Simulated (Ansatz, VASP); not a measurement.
CrBi2 in VASP and in Ansatz

```
CELL_PARAMETERS angstrom
1.93477 1.11704 5.84351
-1.93477 1.11704 5.84351
0.00000 -2.23408 5.84351
ATOMIC_POSITIONS crystal
Cr 0.00000 0.00000 0.00000
Bi 0.75000 0.75000 0.75000
Bi 0.25000 0.25000 0.25000
```

Alike in both runs: task single point; functional PBE; k mesh 6 × 6 × 6; occupations gaussian, width 0.1 eV; collinear spin.

|  | VASP | Ansatz |
| --- | --- | --- |
| version | VASP 6.6.1 | Ansatz 0.2.0 |
| potentials or method | VASP PAW PBE potentials, release 64 (Cr_pv, Bi_d), cutoff 520 eV | scalar-relativistic, plane waves, PAW |
| valence electrons in the cell | 42 | 44 |

```tsv
	VASP	Ansatz	Ansatz less VASP
gap on the k mesh at the Fermi level (eV)	none	none	-
pressure (GPa)	8.2	8.2	+0.04
traceless stress, the component that is largest in VASP (GPa)	-1.12	-1.09	+0.034
rms of the force components (eV/Å)	0.458	0.455	-0.0033
net moment per atom (μB)	0.81	0.81	-0.004
size of the moment on the site where the two differ most (μB)	2.55	2.47	-0.083
```

Site moments also hang on the region over which each program counts them. Atom by atom the forces differ by 0.003 eV/Å (rms over components). A gap of «none» marks a metal or a gap that the smearing closes. VASP's potentials hold 42 valence electrons a cell and Ansatz's 44, so a difference there can come from the potentials and not from the codes.

Spin-orbit coupling is off throughout.
